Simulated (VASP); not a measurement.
Runs of VASP 6.6.1 on PbSe. The structure is that of space group Fm-3m (No. 225), or close to it. The cells are those of the table. 

```csv
level,cell,cutoff (eV),gap on the mesh (eV),pressure (GPa)
BLYP+D3(BJ),"a = 4.295 Å, angles 60.0°, 2 atoms",520,(b),2.5
revPBE+D4,"a = 4.393 Å, angles 60.0°, 2 atoms",500,0.50,-1.1
RPBE+D4,"a = 4.365 Å, angles 60.0°, 2 atoms",500,0.46,-0.9
BLYP+D3(BJ),"a = 4.331 Å, angles 60.0°, 2 atoms",520,0.40,1.0
revPBE+D4,"a = 4.331 Å, angles 60.0°, 2 atoms",500,0.36,(a)
PBEsol+D3(BJ),"a = 4.305 Å, angles 60.0°, 2 atoms",500,0.15,-1.8
PBEsol+D3(BJ),"a = 4.311 Å, angles 60.0°, 2 atoms",520,0.16,-2.0
RPBE+D4,"a = 4.331 Å, angles 60.0°, 2 atoms",500,0.38,0.1
```

Alike in all rows: task single point; potentials or basis VASP PAW PBE potentials, release 64 (Pb_d, Se); no spin polarisation; k mesh 6 × 6 × 6; smearing gaussian 0.05 eV.

Problem. Estimate the missing entries.

Solution. (a) 0.2; (b) 0.32.

Caveats: the PAW data sets were made with another functional, which shifts forces and pressure a little; spin-orbit coupling is left out, which moves the levels of the heavy elements.

A k mesh can miss the band edges, and the runs leave out spin-orbit coupling on Pb, Se.
